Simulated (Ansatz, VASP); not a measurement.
ZnAu in VASP and in Ansatz

```
Zn Au
1.0
     3.14700    0.00000    0.00000
     0.00000    3.14700    0.00000
     0.00000    0.00000    3.14700
Zn Au
1 1
Cartesian
  1.5735 1.5735 1.5735
  0.0693 0.0693 0.0693
```

Alike in both runs: task electric field gradients; functional PBE; k mesh 13 × 13 × 13; occupations fermi-dirac, width 0.05 eV; no spin polarisation.

|  | VASP | Ansatz |
| --- | --- | --- |
| version | VASP 6.6.1 | Ansatz 0.2.0 |
| potentials or method | VASP PAW PBE potentials, release 64 (Zn, Au) | PAW with Ansatz's default frozen-core files, scalar-relativistic |
| plane-wave cutoff (eV) | 520 | 420 |
| valence electrons in the cell | 23 | 31 |

Ansatz gave:

```
pressure (GPa)                                                : 5.6
traceless stress, the component that is largest in VASP (GPa) : 0.51
rms of the force components (eV/Å)                            : 0.277
size of Vzz on the site where it differs most (V/Å²)          : 0.3
```

Problem. Estimate VASP's values.

Solution. Pressure (GPa): 5.8; traceless stress, the component that is largest in VASP (GPa): 0.51; rms of the force components (eV/Å): 0.281; size of Vzz on the site where it differs most (V/Å²): 3.3.

Atom by atom the forces differ by 0.004 eV/Å (rms over components). VASP's potentials hold 23 valence electrons a cell and Ansatz's 31, so a difference there can come from the potentials and not from the codes.

Spin-orbit coupling is off throughout.
